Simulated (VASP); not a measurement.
# HfGa2SeS2 (P4/mmm) in VASP: single point with PBE

Aim: the single point of HfGa2SeS2 with PBE.

All numbers are computed with VASP 6.6.1; they aren't measurements. Logs are shortened: lines on timing, memory, paths and dates and some standing lists are left out, and cuts for length are marked.

### Step 1. The cell of the first run

It takes space group P4/mmm (No. 123, tetragonal). Conventional cell: a = 4.267 Å, b = 4.267 Å, c = 8.037 Å, α = 90.00°, β = 90.00°, γ = 90.00°. Hf (site symmetry 4/mmm) has 6 Ga at 3.02 to 4.02 Å within 4.1 Å. Within 2.8 Å of Ga (site symmetry 4/mmm) lie 4 S at 2.13 Å. Within 4.1 Å of Ga (site symmetry 4/mmm) lie 4 Hf at 3.02 Å and 2 Se at 4.02 Å. Within 2.8 Å of Se (site symmetry 4/mmm) lie 4 S at 2.13 Å. S (site symmetry mmm) has 2 Ga at 2.13 Å and 2 Se at 2.13 Å within 2.8 Å.

The cell was built from a structure type or drawn by symmetry, and may not be a known phase.

### Step 2. Single point, PBE

The input, INCAR:

```
SYSTEM = HfGa2SeS2
PREC     = Accurate       ! precision mode
ENCUT    = 520            ! plane-wave cutoff, eV
EDIFF    = 1E-6           ! SCF threshold, eV
ISMEAR   = 0              ! smearing method
SIGMA    = 0.1            ! smearing width, eV
LREAL    = .False.        ! projectors in reciprocal space
LASPH    = .True.         ! aspherical terms in the spheres
NELM     = 100            ! most SCF steps
ALGO     = Normal         ! electronic algorithm
ISIF     = 2              ! what is computed and relaxed
LWAVE    = .False.        ! write WAVECAR
LCHARG   = .False.        ! write CHGCAR
GGA      = PE             ! functional
NBANDS   = 36             ! bands
```

The input, KPOINTS:

```
regular mesh
0
Gamma
  4 4 2
  0 0 0
```

The input, POSCAR:

```
HfGa2SeS2
1.0
    4.2671457100      0.0000000000      0.0000000000
    0.0000000000      4.2671457100      0.0000000000
    0.0000000000      0.0000000000      8.0365675600
Hf Ga Se S
1 2 1 2
Direct
    0.0000000000      0.0000000000      0.0000000000
    0.0000000000      0.0000000000      0.5000000000
    0.5000000000      0.5000000000      0.0000000000
    0.5000000000      0.5000000000      0.5000000000
    0.0000000000      0.5000000000      0.5000000000
    0.5000000000      0.0000000000      0.5000000000
```

Potentials or basis: VASP PAW PBE potentials, release 64 (Hf_pv, Ga_d, Se, S).

Command:

```bash
$ cat potpaw_PBE.64/Hf_pv/POTCAR potpaw_PBE.64/Ga_d/POTCAR potpaw_PBE.64/Se/POTCAR potpaw_PBE.64/S/POTCAR > POTCAR
$ mpirun -np 1 vasp_std > vasp.out
```

OUTCAR:

```text
SYSTEM = HfGa2SeS2
   PREC = Accurate
   ENCUT = 520
   EDIFF = 1E-6
   ISMEAR = 0
   LREAL = .False.
   LASPH = .True.
   NELM = 100
   ISIF = 2
   GGA = PE

 ion  position               nearest neighbor table
   1  0.000  0.000  0.000-   3 3.02   3 3.02   3 3.02   3 3.02
   2  0.000  0.000  0.500-   5 2.13   6 2.13   5 2.13   6 2.13
   3  0.500  0.500  0.000-   1 3.02   1 3.02   1 3.02   1 3.02
   4  0.500  0.500  0.500-   5 2.13   6 2.13   6 2.13   5 2.13
   5  0.000  0.500  0.500-   2 2.13   4 2.13   2 2.13   4 2.13
   6  0.500  0.000  0.500-   2 2.13   4 2.13   4 2.13   2 2.13

  LATTYP: Found a simple tetragonal cell.
 ALAT       =     4.2671457100
 C/A-ratio  =     1.8833590663

  Lattice vectors:

 A1 = (   4.2671457100,   0.0000000000,   0.0000000000)
 A2 = (   0.0000000000,   4.2671457100,   0.0000000000)
 A3 = (   0.0000000000,   0.0000000000,   8.0365675600)

Analysis of symmetry for initial positions (statically):
=====================================================================
 Subroutine PRICEL returns:
 Original cell was already a primitive cell.

 Routine SETGRP: Setting up the symmetry group for a
 simple tetragonal supercell.

 Subroutine GETGRP returns: Found 16 space group operations
 (whereof 16 operations were pure point group operations)
 out of a pool of 16 trial point group operations.

The static configuration has the point symmetry D_4h.

Analysis of symmetry for dynamics (positions and initial velocities):
=====================================================================
 Subroutine PRICEL returns:
 Original cell was already a primitive cell.

 Routine SETGRP: Setting up the symmetry group for a
 simple tetragonal supercell.

 Subroutine GETGRP returns: Found 16 space group operations
 (whereof 16 operations were pure point group operations)
 out of a pool of 16 trial point group operations.

The dynamic configuration has the point symmetry D_4h.

 Subroutine INISYM returns: Found 16 space group operations
 (whereof 16 operations are pure point group operations),
 and found     1 'primitive' translations

----------------------------------------------------------------------------------------

                                     Primitive cell

  volume of cell :     146.3341

  direct lattice vectors                    reciprocal lattice vectors
     4.267145710  0.000000000  0.000000000     0.234348688  0.000000000  0.000000000
     0.000000000  4.267145710  0.000000000     0.000000000  0.234348688  0.000000000
     0.000000000  0.000000000  8.036567560     0.000000000  0.000000000  0.124431232

  length of vectors
     4.267145710  4.267145710  8.036567560     0.234348688  0.234348688  0.124431232

  position of ions in fractional coordinates (direct lattice)
     0.000000000  0.000000000  0.000000000
     0.000000000  0.000000000  0.500000000
     0.500000000  0.500000000  0.000000000
     0.500000000  0.500000000  0.500000000
     0.000000000  0.500000000  0.500000000
     0.500000000  0.000000000  0.500000000

  ion indices of the primitive-cell ions
   primitive index   ion index
                 1           1
                 2           2
                 3           3
                 4           4
                 5           5
                 6           6

----------------------------------------------------------------------------------------

 KPOINTS: regular mesh

Automatic generation of k-mesh.
 Grid dimensions read from file:
 generate k-points for:    4    4    2

 Generating k-lattice:

  Cartesian coordinates                     Fractional coordinates (reciprocal lattice)
     0.058587172  0.000000000  0.000000000     0.250000000  0.000000000  0.000000000
     0.000000000  0.058587172  0.000000000     0.000000000  0.250000000  0.000000000
     0.000000000  0.000000000  0.062215616     0.000000000  0.000000000  0.500000000

  Length of vectors
     0.058587172  0.058587172  0.062215616

  Shift w.r.t. Gamma in fractional coordinates (k-lattice)
     0.000000000  0.000000000  0.000000000

 Subroutine IBZKPT returns following result:
 ===========================================

 Found     12 irreducible k-points:

 Following reciprocal coordinates:
            Coordinates               Weight
  0.000000  0.000000  0.000000      1.000000
  0.250000  0.000000  0.000000      4.000000
  0.500000  0.000000  0.000000      2.000000
  0.250000  0.250000  0.000000      4.000000
  0.500000  0.250000  0.000000      4.000000
  0.500000  0.500000  0.000000      1.000000
  0.000000  0.000000  0.500000      1.000000
  0.250000  0.000000  0.500000      4.000000
  0.500000  0.000000  0.500000      2.000000
  0.250000  0.250000  0.500000      4.000000
  0.500000  0.250000  0.500000      4.000000
  0.500000  0.500000  0.500000      1.000000
   k-points           NKPTS =     12   k-points in BZ     NKDIM =     12   number of bands    NBANDS=     36
   number of dos      NEDOS =    301   number of ions     NIONS =      6
   total plane-waves  NPLWV =  61440
   dimension x,y,z NGX =    32 NGY =   32 NGZ =   60
   dimension x,y,z NGXF=    64 NGYF=   64 NGZF=  120
   ions per type =               1   2   1   2
   NGX,Y,Z   is equivalent  to a cutoff of  12.47, 12.47, 12.41 a.u.
   NGXF,Y,Z  is equivalent  to a cutoff of  24.93, 24.93, 24.82 a.u.
 SYSTEM =  HfGa2SeS2
   PREC   = accura    normal or accurate (medium, high low for compatibility)
   ISTART =      0    job   : 0-new  1-cont  2-samecut
   ICHARG =      2    charge: 1-file 2-atom 10-const
   ISPIN  =      1    spin polarized calculation?
   LNONCOLLINEAR =      F non collinear calculations
   LSORBIT =      F    spin-orbit coupling
   LASPH  =      T    aspherical Exc in radial PAW
   ENCUT  =  520.0 eV  38.22 Ry    6.18 a.u.   7.93  7.93 14.94*2*pi/ulx,y,z
   NELM   =    100;   NELMIN=  2; NELMDL= -5     # of ELM steps
   EDIFF  = 0.1E-05   stopping-criterion for ELM
   LREAL  =      F    real-space projection
   EDIFFG = 0.1E-04   stopping-criterion for IOM
   NSW    =      0    number of steps for IOM
   IBRION =     -1    ionic relax: 0-MD 1-quasi-New 2-CG
   NFREE  =      0    steps in history (QN), initial steepest desc. (CG)
   ISIF   =      2    stress and relaxation
   ISYM   =      2    0-nonsym 1-usesym 2-fastsym
   POTIM  = 0.5000    time-step for ionic-motion
   TEBEG  =    0.0;   TEEND  =   0.0 temperature during run
   PSTRESS=    0.0 pullay stress
   NELECT =      54.0000    total number of electrons
   NUPDOWN=      -1.0000    fix difference up-down
   EMIN   =  10.00;   EMAX   =-10.00  energy-range for DOS
   EFERMI =   0.00;   METHOD = LEGACY
   ISMEAR =     0;   SIGMA  =   0.10  broadening in eV -4-tet -1-fermi 0-gaus
   EFERMI_NEDOS =   21; number of points for ismear=-14 and -15
   IALGO  =     38    algorithm
   IMIX   =      4    mixing-type and parameters
     AMIX     =   0.40;   BMIX     =  1.00
     AMIX_MAG =   1.60;   BMIX_MAG =  1.00
  volume/ion in A,a.u.               =      24.39       164.59
  Fermi-wavevector in a.u.,A,eV,Ry     =   1.174242  2.218995 18.760312  1.378844
  Thomas-Fermi vector in A             =   2.310642
   LORBIT       =      0    0 simple, 1 ext, 2 COOP (PROOUT), +10 PAW based schemes
   GGA     = PE    functional components
   LHFCALC =     F    Hartree Fock is set to
   AEXX    =    0.0000 exact exchange contribution
   IVDW    =     0    specifies the selected vdW correction
   LEPSILON=     F    determine dielectric tensor
   LRPA    =     F    only Hartree local field effects (RPA)
 non-spin polarized calculation
 Gauss-broadening in eV      SIGMA  =   0.10
  energy-cutoff  :      520.00
  volume of cell :      146.33
 maximum number of plane-waves:      3952
 NGX is ok and might be reduce to    32
   NGX = 15   NGY = 15   NGZ = 29

 number of electron      53.9999992 magnetization

 Free energy of the ion-electron system (eV)
  ---------------------------------------------------
  ext. energy  EPLUGINS =         0.00000000
  ---------------------------------------------------
  free energy    TOTEN  =       -19.42436388 eV

  energy without entropy =      -19.39443138  energy(sigma->0) =      -19.40939763

 E-fermi :   3.8711     XC(G=0):  -9.2459

 val. band max:        3.8519376874   @ k =   0.0000   0.0000   0.5000
 cond. band min:       3.8832269931   @ k =   0.2500   0.0000   0.0000
 fundamental gap:      0.0312893056
 Fermi energy:         3.8711017467

 k-point     1 :       0.0000    0.0000    0.0000
  band No.  band energies     occupation
      1     -28.6087      2.00000
      2     -28.1802      2.00000
      3     -28.1802      2.00000
      4     -15.5928      2.00000
      5     -12.9486      2.00000
      6     -11.9825      2.00000
[... 28 lines left out ...]
     35       7.6991      0.00000
     36       8.4079      0.00000

 k-point     2 :       0.2500    0.0000    0.0000
  band No.  band energies     occupation
      1     -28.6082      2.00000
      2     -28.1875      2.00000
      3     -28.1798      2.00000
      4     -15.1528      2.00000
      5     -12.9631      2.00000
      6     -12.0118      2.00000
[... 28 lines left out ...]
     35       8.3298      0.00000
     36       8.4737      0.00000

 k-point     3 :       0.5000    0.0000    0.0000
  band No.  band energies     occupation
      1     -28.6077      2.00000
      2     -28.1948      2.00000
      3     -28.1794      2.00000
      4     -14.2535      2.00000
      5     -13.4912      2.00000
      6     -12.2533      2.00000
[... 28 lines left out ...]
     35       8.5024      0.00000
     36       9.5121      0.00000

 k-point     4 :       0.2500    0.2500    0.0000
  band No.  band energies     occupation
      1     -28.6077      2.00000
      2     -28.1871      2.00000
      3     -28.1865      2.00000
      4     -14.7142      2.00000
      5     -12.8426      2.00000
      6     -12.1475      2.00000
[... 28 lines left out ...]
     35       7.7671      0.00000
     36       8.3554      0.00000

 k-point     5 :       0.5000    0.2500    0.0000
  band No.  band energies     occupation
      1     -28.6073      2.00000
      2     -28.1938      2.00000
      3     -28.1861      2.00000
      4     -13.8176      2.00000
      5     -13.1150      2.00000
      6     -12.2498      2.00000
[... 28 lines left out ...]
     35       8.1817      0.00000
     36       8.2083      0.00000

 k-point     6 :       0.5000    0.5000    0.0000
  band No.  band energies     occupation
      1     -28.6068      2.00000
      2     -28.1928      2.00000
      3     -28.1928      2.00000
      4     -12.9572      2.00000
      5     -12.3367      2.00000
      6     -12.1438      2.00000
[... 28 lines left out ...]
     35       6.6548      0.00000
     36       7.5666      0.00000

 k-point     7 :       0.0000    0.0000    0.5000
  band No.  band energies     occupation
      1     -28.6087      2.00000
      2     -28.1802      2.00000
      3     -28.1802      2.00000
      4     -15.5926      2.00000
      5     -12.9486      2.00000
      6     -11.9825      2.00000
[... 28 lines left out ...]
     35       7.7968      0.00000
     36       8.4918      0.00000

 k-point     8 :       0.2500    0.0000    0.5000
  band No.  band energies     occupation
      1     -28.6082      2.00000
      2     -28.1875      2.00000
      3     -28.1798      2.00000
      4     -15.1526      2.00000
      5     -12.9631      2.00000
      6     -12.0118      2.00000
[... 28 lines left out ...]
     35       8.4609      0.00000
     36       8.5248      0.00000

 k-point     9 :       0.5000    0.0000    0.5000
  band No.  band energies     occupation
      1     -28.6077      2.00000
      2     -28.1948      2.00000
      3     -28.1794      2.00000
      4     -14.2534      2.00000
      5     -13.4911      2.00000
      6     -12.2533      2.00000
[... 28 lines left out ...]
     35       9.4744      0.00000
     36       9.5884      0.00000

 k-point    10 :       0.2500    0.2500    0.5000
  band No.  band energies     occupation
      1     -28.6077      2.00000
      2     -28.1871      2.00000
      3     -28.1865      2.00000
      4     -14.7141      2.00000
      5     -12.8426      2.00000
      6     -12.1475      2.00000
[... 28 lines left out ...]
     35       7.7710      0.00000
     36       8.2966      0.00000

 k-point    11 :       0.5000    0.2500    0.5000
  band No.  band energies     occupation
      1     -28.6073      2.00000
      2     -28.1938      2.00000
      3     -28.1861      2.00000
      4     -13.8176      2.00000
      5     -13.1150      2.00000
      6     -12.2498      2.00000
[... 28 lines left out ...]
     35       8.1365      0.00000
     36       8.3595      0.00000

 k-point    12 :       0.5000    0.5000    0.5000
  band No.  band energies     occupation
      1     -28.6068      2.00000
      2     -28.1928      2.00000
      3     -28.1928      2.00000
      4     -12.9571      2.00000
      5     -12.3367      2.00000
      6     -12.1437      2.00000
[... 28 lines left out ...]
     35       6.2721      0.00000
     36       7.4115      0.00000

------------------------ aborting loop because EDIFF is reached ----------------------------------------

  FORCE on cell =-STRESS in cart. coord.  units (eV):
  Direction    XX          YY          ZZ          XY          YZ          ZX
  --------------------------------------------------------------------------------------
  -------------------------------------------------------------------------------------
  Total       28.8042139     28.8042139     -3.4087838      0.0000000      0.0000000      0.0000000
  in kB      315.3704980    315.3704980    -37.3219643      0.0000000      0.0000000      0.0000000
  external PRESSURE =     197.8063439 kB  Pullay stress =       0.0000000 kB

 VOLUME and BASIS-vectors are now :
 -----------------------------------------------------------------------------
  energy-cutoff  :      520.00
  volume of cell :      146.33
      direct lattice vectors                 reciprocal lattice vectors
     4.267145710  0.000000000  0.000000000     0.234348688  0.000000000  0.000000000
     0.000000000  4.267145710  0.000000000     0.000000000  0.234348688  0.000000000
     0.000000000  0.000000000  8.036567560     0.000000000  0.000000000  0.124431232

 POSITION                                       TOTAL-FORCE (eV/Angst)
 -----------------------------------------------------------------------------------
      0.00000      0.00000      0.00000         0.000000      0.000000      0.000000
      0.00000      0.00000      4.01828         0.000000      0.000000      0.000000
      2.13357      2.13357      0.00000         0.000000      0.000000      0.000000
      2.13357      2.13357      4.01828         0.000000      0.000000      0.000000
      0.00000      2.13357      4.01828         0.000000      0.000000      0.000000
      2.13357      0.00000      4.01828         0.000000      0.000000      0.000000
 -----------------------------------------------------------------------------------
    total drift:                                0.000000     -0.000000     -0.000000

  FREE ENERGIE OF THE ION-ELECTRON SYSTEM (eV)
  ---------------------------------------------------
  free  energy   TOTEN  =       -19.4243638778 eV

  energy  without entropy=      -19.3944313825  energy(sigma->0) =      -19.40939763
```

Wall time 2 min (1 thread of Intel Xeon 8259CL, shared host); peak memory 0.27 GiB.

Results:

| Quantity | Value |
| --- | --- |
| Free energy | -19.4244 eV |
| Pressure | 19.8 GPa |
| Band gap on the k mesh | zero (bands 27 and 28 overlap by 0.86 eV) |

Stress tensor (GPa, compression positive):
```
31.54  0.00  0.00
 0.00 31.54  0.00
 0.00  0.00 -3.73
```

Caveat: the k points lie up to 0.39 Å⁻¹ apart, too coarse for converged energies and pressures of a metal; spin-orbit coupling is left out, which moves the levels of the heavy elements.
